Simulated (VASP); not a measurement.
**ZnSe2: relaxation of cell and atoms with PBEsol**

The system is ZnSe2.

```
Zn Se
1.0
    -2.79937    2.79937    4.13096
     2.79937   -2.79937    4.13096
     2.79937    2.79937   -4.13096
Zn Se
2 4
Direct
  0.00000 0.00000 0.00000
  0.75000 0.25000 0.50000
  0.37500 0.22179 0.34679
  0.97179 0.62500 0.84679
  0.77821 0.12500 0.15321
  0.87500 0.02821 0.65321
```

```yaml
Program: VASP 6.6.1
Task: relaxation of cell and atoms
Functional: PBEsol
Potentials_or_basis: VASP PAW PBE potentials, release 64 (Zn, Se)
Cutoff: 600 eV
k_mesh: 6 × 6 × 6
Occupations: fermi-dirac, width 0.03 eV
Spin: no spin polarisation
Dipole_correction: no
Further_INCAR_settings: ALGO = Normal; EDIFF = 1e-06; IBRION = 2; EDIFFG = -0.01; NSW = 100; ISIF = 3
```

```yaml
Relaxed_volume: 23.46 Å³/atom
Relaxed_cell: a = 5.818 Å, b = 5.818 Å, c = 5.818 Å, α = 101.48°, β = 101.48°, γ = 127.01°
Space_group_after_relaxing_to_0.05_Å: I-42d (No. 122)
Energy_gained_by_relaxing: 4617.9 meV/atom
Ionic_steps: 46
Pressure_after_relaxing: 0.0 GPa
Largest_force_after_relaxing: 0.004 eV/Å
Band_gap_on_the_k_mesh: 0.06 eV, indirect (least direct gap 0.07 eV)
```

Forces in eV/Å, atoms in the order of the input:
```
Zn   0.000  0.000  0.000
Zn   0.000  0.000  0.000
Se  -0.004  0.000  0.000
Se   0.000 -0.004  0.000
Se   0.000  0.004  0.000
Se   0.004  0.000  0.000
```

The path:
```
step  energy change (eV)  largest force (eV/Å)  pressure (GPa)  volume (Å³)
   1              0.0000               10.6026          102.35       129.49
   3            -23.1087                0.5519           -3.79       275.48
   5            -23.7256                0.6158            1.21       223.55
   7            -23.7750                0.3372           -0.20       232.23
   9            -23.8659                0.3148           -0.39       225.78
  11            -24.2903                0.1234           -1.90       197.62
  13            -25.0041                0.3629           13.71        98.66
  15            -25.8324                0.6818           -0.11       113.58
  17            -25.9033                0.7394           -5.37       134.21
  19            -25.9455                0.7965           -4.92       131.23
  21            -25.9965                0.8430           -3.94       126.60
  23            -26.1615                0.6933           -2.23       124.66
  25            -26.1371                0.6188            7.64       117.13
  27            -26.4208                0.1551            1.99       121.10
  29            -27.1749                0.3470            5.84       121.34
  31            -27.1976                0.6081            8.41       120.99
  33            -27.6451                0.2118            2.15       134.73
  35            -27.6801                0.2010            0.99       137.68
  37            -27.7026                0.1302           -0.27       140.52
  39            -27.7043                0.0913           -0.17       140.31
  41            -27.7058                0.0299            0.11       139.98
  43            -27.7067                0.0242            0.11       140.86
  45            -27.7074                0.0081           -0.07       140.95
  46            -27.7074                0.0038            0.00       140.76
```

Final structure:
```xyz
6
Lattice="-3.6819 3.6819 2.5958 3.6819 -3.6819 2.5958 3.6819 3.6819 -2.5958" Properties=species:S:1:pos:R:3 pbc="T T T"
Zn    0.0000    0.0000    0.0000
Zn    0.0000    3.6819    1.2979
Se    1.5326    1.8409    0.6489
Se    5.5228    1.5326   -0.6489
Se   -1.8409    2.1493    1.9468
Se    2.1493    1.8409    3.2447
```

Levels at points of the mesh, in eV from the valence-band top:
```csv
k point,band 22,band 23,band 24,band 25,band 26,band 27
"(0.00, 0.00, 0.00)",-1.84,-1.58,-1.25,2.16,2.33,3.28
"(0.50, 0.00, 0.00)",-1.18,-0.03,0.00,0.16,0.20,2.94
"(0.50, 0.50, 0.00)",-1.25,-0.76,-0.76,2.04,2.04,3.96
"(0.50, 0.50, 0.50)",-1.27,-0.82,-0.82,2.99,2.99,3.96
```

Run time: 48 min on 1 thread of Intel(R) Xeon(R) 6975P-C (Granite Rapids), on a shared host, peak memory 0.44 GiB.

Caveat: the PAW data sets were made with another functional, which shifts forces and pressure a little. A k mesh can miss the band edges.
